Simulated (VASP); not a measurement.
# AlAu in VASP: notebook

Runs on AlAu. Level: r2SCAN. Tasks: single point.

All numbers are computed with VASP 6.6.1; they aren't measurements. Logs are shortened: lines on timing, memory, paths and dates and some standing lists are left out, and cuts for length are marked.

### Step 1. The cell of the first run

The structure is cubic, space group Pm-3m (No. 221). The conventional cell has a = 3.224 Å, b = 3.224 Å, c = 3.224 Å, α = 90.00°, β = 90.00°, γ = 90.00°. Within 3.7 Å of Al (site symmetry m-3m) lie 8 Au at 2.79 Å and 6 Al at 3.22 Å. Au (site symmetry m-3m) has 8 Al at 2.79 Å and 6 Au at 3.22 Å within 3.7 Å.

### Step 2. Single point, r2SCAN

The input, POSCAR:

```
AlAu
1.0
    3.2239420000      0.0000000000      0.0000000000
    0.0000000000      3.2239420000      0.0000000000
    0.0000000000      0.0000000000      3.2239420000
Al Au
1 1
Direct
    0.0000000000      0.0000000000      0.0000000000
    0.5000000000      0.5000000000      0.5000000000
```

The input, INCAR.step1:

```
ALGO = Normal ; EDIFF = 1E-4
ENCUT = 520 ; GGA = PE
ISMEAR = 1 ; LASPH = T
LCHARG = F ; LREAL = F
LWAVE = T ; NBANDS = 14
NELM = 60 ; PREC = Accurate
SIGMA = 0.2
```

The input, INCAR.step2:

```
ALGO = Normal ; EDIFF = 1E-7
ENCUT = 520 ; ISIF = 2
ISMEAR = 1 ; ISTART = 1
LASPH = T ; LCHARG = T
LELF = T ; LMIXTAU = T
LREAL = F ; LVHAR = T
LWAVE = F ; METAGGA = R2SCAN
NBANDS = 14 ; NELM = 60
PREC = Accurate ; SIGMA = 0.2
```

The input, KPOINTS:

```
Automatic mesh
0
Gamma
  9 9 9
  0.5 0.5 0.5
```

Potentials or basis: VASP PAW PBE potentials, release 64 (Al, Au).

The run is started by

```bash
> cat potpaw_PBE.64/Al/POTCAR potpaw_PBE.64/Au/POTCAR > POTCAR
> cp INCAR.step1 INCAR
> mpirun -np 1 vasp_std > vasp.out
> cp INCAR.step2 INCAR
> mpirun -np 1 vasp_std > vasp.out
```

OUTCAR:

```text
EDIFF = 1E-7
   ENCUT = 520
   ISIF = 2
   ISMEAR = 1
   ISTART = 1
   LASPH = T
   LREAL = F
   METAGGA = R2SCAN
   NELM = 60
   PREC = Accurate

 ion  position               nearest neighbor table
   1  0.000  0.000  0.000-   2 2.79   2 2.79   2 2.79   2 2.79   2 2.79   2 2.79   2 2.79   2 2.79

   2  0.500  0.500  0.500-   1 2.79   1 2.79   1 2.79   1 2.79   1 2.79   1 2.79   1 2.79   1 2.79

  LATTYP: Found a simple cubic cell.
 ALAT       =     3.2239420000

  Lattice vectors:

 A1 = (   3.2239420000,   0.0000000000,   0.0000000000)
 A2 = (   0.0000000000,   3.2239420000,   0.0000000000)
 A3 = (   0.0000000000,   0.0000000000,   3.2239420000)

Analysis of symmetry for initial positions (statically):
=====================================================================
 Subroutine PRICEL returns:
 Original cell was already a primitive cell.

 Routine SETGRP: Setting up the symmetry group for a
 simple cubic supercell.

 Subroutine GETGRP returns: Found 48 space group operations
 (whereof 48 operations were pure point group operations)
 out of a pool of 48 trial point group operations.

The static configuration has the point symmetry O_h .

Analysis of symmetry for dynamics (positions and initial velocities):
=====================================================================
 Subroutine PRICEL returns:
 Original cell was already a primitive cell.

 Routine SETGRP: Setting up the symmetry group for a
 simple cubic supercell.

 Subroutine GETGRP returns: Found 48 space group operations
 (whereof 48 operations were pure point group operations)
 out of a pool of 48 trial point group operations.

The dynamic configuration has the point symmetry O_h .

 Subroutine INISYM returns: Found 48 space group operations
 (whereof 48 operations are pure point group operations),
 and found     1 'primitive' translations

----------------------------------------------------------------------------------------

                                     Primitive cell

  volume of cell :      33.5090

  direct lattice vectors                    reciprocal lattice vectors
     3.223942000  0.000000000  0.000000000     0.310179277  0.000000000  0.000000000
     0.000000000  3.223942000  0.000000000     0.000000000  0.310179277  0.000000000
     0.000000000  0.000000000  3.223942000     0.000000000  0.000000000  0.310179277

  length of vectors
     3.223942000  3.223942000  3.223942000     0.310179277  0.310179277  0.310179277

  position of ions in fractional coordinates (direct lattice)
     0.000000000  0.000000000  0.000000000
     0.500000000  0.500000000  0.500000000

  ion indices of the primitive-cell ions
   primitive index   ion index
                 1           1
                 2           2

----------------------------------------------------------------------------------------

 KPOINTS: Automatic mesh

Automatic generation of k-mesh.
 Grid dimensions read from file:
 generate k-points for:    9    9    9

 Generating k-lattice:

  Cartesian coordinates                     Fractional coordinates (reciprocal lattice)
     0.034464364  0.000000000  0.000000000     0.111111111  0.000000000  0.000000000
     0.000000000  0.034464364  0.000000000     0.000000000  0.111111111  0.000000000
     0.000000000  0.000000000  0.034464364     0.000000000  0.000000000  0.111111111

  Length of vectors
     0.034464364  0.034464364  0.034464364

  Shift w.r.t. Gamma in fractional coordinates (k-lattice)
     0.500000000  0.500000000  0.500000000

 Subroutine IBZKPT returns following result:
 ===========================================

 Found     35 irreducible k-points:

 Following reciprocal coordinates:
            Coordinates               Weight
  0.055556  0.055556  0.055556      8.000000
  0.166667  0.055556  0.055556     24.000000
  0.277778  0.055556  0.055556     24.000000
  0.388889  0.055556  0.055556     24.000000
  0.500000  0.055556  0.055556     12.000000
  0.166667  0.166667  0.055556     24.000000
[... 16 lines left out ...]
  0.388889  0.388889  0.166667     24.000000
  0.500000  0.388889  0.166667     24.000000
 [... further k-points ...]
   k-points           NKPTS =     35   k-points in BZ     NKDIM =     35   number of bands    NBANDS=     14
   number of dos      NEDOS =    301   number of ions     NIONS =      2
   total plane-waves  NPLWV =  13824
   dimension x,y,z NGX =    24 NGY =   24 NGZ =   24
   dimension x,y,z NGXF=    48 NGYF=   48 NGZF=   48
   ions per type =               1   1
   NGX,Y,Z   is equivalent  to a cutoff of  12.38, 12.38, 12.38 a.u.
   NGXF,Y,Z  is equivalent  to a cutoff of  24.75, 24.75, 24.75 a.u.
 SYSTEM =  unknown system
   PREC   = accura    normal or accurate (medium, high low for compatibility)
   ISTART =      1    job   : 0-new  1-cont  2-samecut
   ICHARG =      0    charge: 1-file 2-atom 10-const
   ISPIN  =      1    spin polarized calculation?
   LNONCOLLINEAR =      F non collinear calculations
   LSORBIT =      F    spin-orbit coupling
   LASPH  =      T    aspherical Exc in radial PAW
   ENCUT  =  520.0 eV  38.22 Ry    6.18 a.u.   5.99  5.99  5.99*2*pi/ulx,y,z
   NELM   =     60;   NELMIN=  2; NELMDL=  0     # of ELM steps
   EDIFF  = 0.1E-06   stopping-criterion for ELM
   LREAL  =      F    real-space projection
   EDIFFG = 0.1E-05   stopping-criterion for IOM
   NSW    =      0    number of steps for IOM
   IBRION =     -1    ionic relax: 0-MD 1-quasi-New 2-CG
   NFREE  =      0    steps in history (QN), initial steepest desc. (CG)
   ISIF   =      2    stress and relaxation
   ISYM   =      2    0-nonsym 1-usesym 2-fastsym
   POTIM  = 0.5000    time-step for ionic-motion
   TEBEG  =    0.0;   TEEND  =   0.0 temperature during run
   PSTRESS=    0.0 pullay stress
   NELECT =      14.0000    total number of electrons
   NUPDOWN=      -1.0000    fix difference up-down
   EMIN   =  10.00;   EMAX   =-10.00  energy-range for DOS
   EFERMI =   0.00;   METHOD = LEGACY
   ISMEAR =     1;   SIGMA  =   0.20  broadening in eV -4-tet -1-fermi 0-gaus
   EFERMI_NEDOS =   21; number of points for ismear=-14 and -15
   IALGO  =     38    algorithm
   IMIX   =      4    mixing-type and parameters
     AMIX     =   0.40;   BMIX     =  1.00
     AMIX_MAG =   1.60;   BMIX_MAG =  1.00
  volume/ion in A,a.u.               =      16.75       113.06
  Fermi-wavevector in a.u.,A,eV,Ry     =   1.223856  2.312752 20.379123  1.497823
  Thomas-Fermi vector in A             =   2.358952
   LORBIT       =      0    0 simple, 1 ext, 2 COOP (PROOUT), +10 PAW based schemes
   METAGGA = R2SCAN    functional components
   LHFCALC =     F    Hartree Fock is set to
   AEXX    =    0.0000 exact exchange contribution
   IVDW    =     0    specifies the selected vdW correction
   LEPSILON=     F    determine dielectric tensor
   LRPA    =     F    only Hartree local field effects (RPA)
 non-spin polarized calculation
 Methfessel and Paxton  Order N= 1 SIGMA  =   0.20
  energy-cutoff  :      520.00
  volume of cell :       33.51
 maximum number of plane-waves:       920
 NGX is ok and might be reduce to    24
   NGX = 11   NGY = 11   NGZ = 11

 number of electron      14.0000002 magnetization

 Free energy of the ion-electron system (eV)
  ---------------------------------------------------
  ext. energy  EPLUGINS =         0.00000000
  ---------------------------------------------------
  free energy    TOTEN  =       -57.78564390 eV

  energy without entropy =      -57.78696366  energy(sigma->0) =      -57.78608382

 E-fermi :   9.5691     XC(G=0): -12.4506

 val. band max:        9.4753482838   @ k =   0.5000   0.5000   0.5000
 cond. band min:       9.6567136913   @ k =   0.5000   0.5000   0.3889
 fundamental gap:      0.1813654075
 Fermi energy:         9.5690791530

 k-point     1 :       0.0556    0.0556    0.0556
  band No.  band energies     occupation
      1      -2.2540      2.00000
      2       2.6561      2.00000
      3       2.6561      2.00000
      4       4.4978      2.00000
      5       4.5207      2.00000
      6       4.5207      2.00000
      7      12.1635     -0.00000
      8      12.2924     -0.00000
      9      12.2924     -0.00000
     10      17.5617      0.00000
     11      17.5617      0.00000
     12      17.7690      0.00000
     13      25.6983      0.00000
     14      25.7012      0.00000

 k-point     2 :       0.1667    0.0556    0.0556
  band No.  band energies     occupation
      1      -1.8356      2.00000
      2       2.7348      2.00000
      3       2.7929      2.00000
      4       4.2695      2.00000
      5       4.2835      2.00000
      6       4.5440      2.00000
      7      10.1048     -0.00101
      8      12.7873     -0.00000
      9      12.8840     -0.00000
     10      17.2131      0.00000
     11      17.9344      0.00000
     12      20.3831      0.00000
     13      23.3374      0.00000
     14      23.6290      0.00000

 k-point     3 :       0.2778    0.0556    0.0556
  band No.  band energies     occupation
      1      -1.0372      2.00000
      2       2.8613      2.00000
      3       2.8815      2.00000
      4       3.9557      2.00000
      5       3.9838      2.00000
      6       4.5865      2.00000
      7       7.9805      2.00000
      8      13.7968      0.00000
      9      13.8769      0.00000
     10      16.7293      0.00000
     11      18.4628      0.00000
     12      20.9164      0.00000
     13      21.5357      0.00000
     14      23.2911      0.00000

 k-point     4 :       0.3889    0.0556    0.0556
  band No.  band energies     occupation
      1       0.0395      2.00000
      2       2.5197      2.00000
      3       2.9812      2.00000
      4       3.6919      2.00000
      5       3.8606      2.00000
      6       4.6245      2.00000
      7       6.5073      2.00000
      8      14.8846      0.00000
      9      15.1058      0.00000
     10      16.5451      0.00000
     11      18.6943      0.00000
     12      19.3269      0.00000
     13      19.6536      0.00000
     14      22.1520      0.00000

 k-point     5 :       0.5000    0.0556    0.0556
  band No.  band energies     occupation
      1       0.8988      2.00000
      2       1.8922      2.00000
      3       3.0327      2.00000
      4       3.5909      2.00000
      5       3.8370      2.00000
      6       4.6396      2.00000
      7       6.0220      2.00000
      8      15.2219      0.00000
      9      16.3554      0.00000
     10      16.9419      0.00000
     11      17.1696      0.00000
[... 276 lines left out ...]
 k-point    22 :       0.5000    0.2778    0.1667
  band No.  band energies     occupation
      1       1.5114      2.00000
      2       2.4044      2.00000
      3       3.0557      2.00000
      4       3.6546      2.00000
      5       4.1103      2.00000
      6       5.7806      2.00000
      7       6.1883      2.00000
      8      12.1587     -0.00000
      9      12.4896     -0.00000
     10      14.7815      0.00000
     11      16.0429      0.00000
     12      19.9335      0.00000
     13      22.9444      0.00000
     14      23.6419      0.00000

 k-point    23 :       0.3889    0.3889    0.1667
  band No.  band energies     occupation
      1       1.3211      2.00000
      2       2.7331      2.00000
      3       3.2163      2.00000
      4       3.5072      2.00000
      5       4.7440      2.00000
      6       5.1181      2.00000
      7       7.8843      2.00000
      8       9.4705      1.73230
      9      12.1164     -0.00000
     10      14.7576      0.00000
     11      17.6992      0.00000
     12      18.7188      0.00000
     13      21.8525      0.00000
     14      23.9859      0.00000

 k-point    24 :       0.5000    0.3889    0.1667
  band No.  band energies     occupation
      1       1.3570      2.00000
      2       2.9058      2.00000
      3       3.0910      2.00000
      4       3.4805      2.00000
      5       4.8861      2.00000
      6       6.4141      2.00000
      7       6.5554      2.00000
      8       9.8173     -0.07084
      9      10.9794     -0.00000
     10      15.2820      0.00000
     11      17.3428      0.00000
     12      18.8322      0.00000
     13      21.3841      0.00000
     14      23.9252      0.00000

 [... further k-points ...]
[... 5 lines left out ...]
  --------------------------------------------------------------------------------------
  -------------------------------------------------------------------------------------
  Total       -1.0837217     -1.0837217     -1.0837217     -0.0000000     -0.0000000      0.0000000
  in kB      -51.8163341    -51.8163341    -51.8163341     -0.0000000     -0.0000000      0.0000000
  external PRESSURE =     -51.8163341 kB  Pullay stress =       0.0000000 kB

 VOLUME and BASIS-vectors are now :
 -----------------------------------------------------------------------------
  energy-cutoff  :      520.00
  volume of cell :       33.51
      direct lattice vectors                 reciprocal lattice vectors
     3.223942000  0.000000000  0.000000000     0.310179277  0.000000000  0.000000000
     0.000000000  3.223942000  0.000000000     0.000000000  0.310179277  0.000000000
     0.000000000  0.000000000  3.223942000     0.000000000  0.000000000  0.310179277

 POSITION                                       TOTAL-FORCE (eV/Angst)
 -----------------------------------------------------------------------------------
      0.00000      0.00000      0.00000         0.000000      0.000000      0.000000
      1.61197      1.61197      1.61197         0.000000      0.000000      0.000000
 -----------------------------------------------------------------------------------
    total drift:                                0.000000     -0.000000     -0.000000

  FREE ENERGIE OF THE ION-ELECTRON SYSTEM (eV)
  ---------------------------------------------------
  free  energy   TOTEN  =       -57.7856439038 eV

  energy  without entropy=      -57.7869636626  energy(sigma->0) =      -57.78608382
```

Run time: 1.8 min. Hardware: 1 thread of AMD EPYC 9R45, shared host; peak memory 0.12 GiB.

What came out:

```yaml
Free_energy: -57.7856 eV
Pressure: -5.2 GPa
Band_gap_on_the_k_mesh: zero (band 7 reaches 12.16 eV, above the bottom of band 8 at 8.21 eV)
```

Levels at points of the mesh, in eV from the Fermi level:
| k point | band 5 | band 6 | band 7 | band 8 | band 9 | band 10 |
| --- | --- | --- | --- | --- | --- | --- |
| (0.50, 0.50, 0.50) | -4.12 | -0.09 | 0.94 | 0.94 | 0.94 | 2.27 |

Caveat: the PAW data sets were made with another functional, which shifts forces and pressure a little; spin-orbit coupling is left out, which moves the levels of the heavy elements.

(Continued in part 2 of 3.)
